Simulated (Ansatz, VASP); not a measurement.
Hg: VASP beside Ansatz

Contents of INCAR:

```
SYSTEM = Hg
ALGO     = Normal         ! electronic algorithm
EDIFF    = 1E-6           ! SCF threshold, eV
ENCUT    = 520            ! plane-wave cutoff, eV
GGA      = PE             ! functional
ISIF     = 2              ! what is computed and relaxed
ISMEAR   = 1              ! smearing method
LASPH    = .True.         ! aspherical terms in the spheres
LCHARG   = .False.        ! write CHGCAR
LREAL    = .False.        ! projectors in reciprocal space
LWAVE    = .False.        ! write WAVECAR
NBANDS   = 19             ! bands
NELM     = 60             ! most SCF steps
PREC     = Accurate       ! precision mode
SIGMA    = 0.2            ! smearing width, eV
```

The input KPOINTS:

```
k-points
0
Gamma
  6 4 6
  0 0 0
```

POSCAR

```
Hg
1.0
    2.9929193543      0.0000000000      0.5030855633
    0.0000000000      5.4873307328      0.0000000000
   -1.0450055993      0.0000000000      2.8492810843
Hg
2
Direct
    0.7498951508      0.2500000000      0.7503337863
    0.2501048492      0.7500000000      0.2496662137
```

Input for Ansatz:

```yaml
crystal:
  lattice:
    - [2.9929193543, 0.0, 0.5030855633]
    - [0.0, 5.4873307328, 0.0]
    - [-1.0450055993, 0.0, 2.8492810843]
  atoms:
    - { symbol: Hg, position: [0.7498951508, 0.25, 0.7503337863] }
    - { symbol: Hg, position: [0.2501048492, 0.75, 0.2496662137] }
kpoints:
  mp_grid: { grid: [6, 4, 6] }
hamiltonian:
  xc: pbe
scf:
  occupations: { method: methfessel_paxton, width: 0.2 }
  n_extra_bands: 4
output:
  forces: true
  stress: true
  eigenvalues: true
```

Alike in both runs: task single point; functional PBE; k mesh 6 × 4 × 6; occupations methfessel-paxton of order 1, width 0.2 eV; no spin polarisation.

```csv
,VASP,Ansatz
version,VASP 6.6.1,Ansatz 0.2.0
potentials or method,"VASP PAW PBE potentials, release 64 (Hg)",plane waves
plane-wave cutoff (eV),520,420
valence electrons in the cell,24,40
```

Ansatz gave:

| Item | Value |
| --- | --- |
| pressure (GPa) | 2.8 |
| traceless stress, the component that is largest in VASP (GPa) | 0.15 |

Estimate VASP's values.

pressure (GPa): 3.1; traceless stress, the component that is largest in VASP (GPa): 0.13.

With one functional, cell and mesh, what is left measures potentials, basis and numerics. VASP's potentials hold 24 valence electrons a cell and Ansatz's 40, so a difference there can come from the potentials and not from the codes.

Neither program's run includes spin-orbit coupling.
